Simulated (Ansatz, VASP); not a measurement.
Two plane-wave programs on BP

```
B P
1.0
     0.00000    2.26832    2.26832
     2.26832    0.00000    2.26832
     2.26832    2.26832    0.00000
B P
1 1
Direct
  0.00000 0.00000 0.00000
  0.25000 0.25000 0.25000
```

Alike in both runs: task single point; functional PBE-based screened hybrid; k mesh 4 × 4 × 4; no spin polarisation.

|  | VASP | Ansatz |
| --- | --- | --- |
| version | VASP 6.6.1 | Ansatz 0.2.0 |
| potentials or method | VASP PAW PBE potentials, release 64 (B, P) | plane waves |
| plane-wave cutoff (eV) | 520 | 420 |
| occupations | gaussian, width 0.01 eV | fixed |
| valence electrons in the cell | 8 | 8 |

Ansatz gave:

| Property | Result |
| --- | --- |
| gap on the k mesh at the Fermi level (eV) | 2.19 |
| pressure (GPa) | 0.0 |

Question: Estimate VASP's values.

Answer: gap on the k mesh at the Fermi level (eV): 2.23; pressure (GPa): -0.6.

VASP's potentials were made for PBE, not for PBE-based screened hybrid. Ansatz's warnings: stress exchange threshold loose, stress scf threshold loose.

The k mesh is coarse, so the values compare programs but aren't converged.
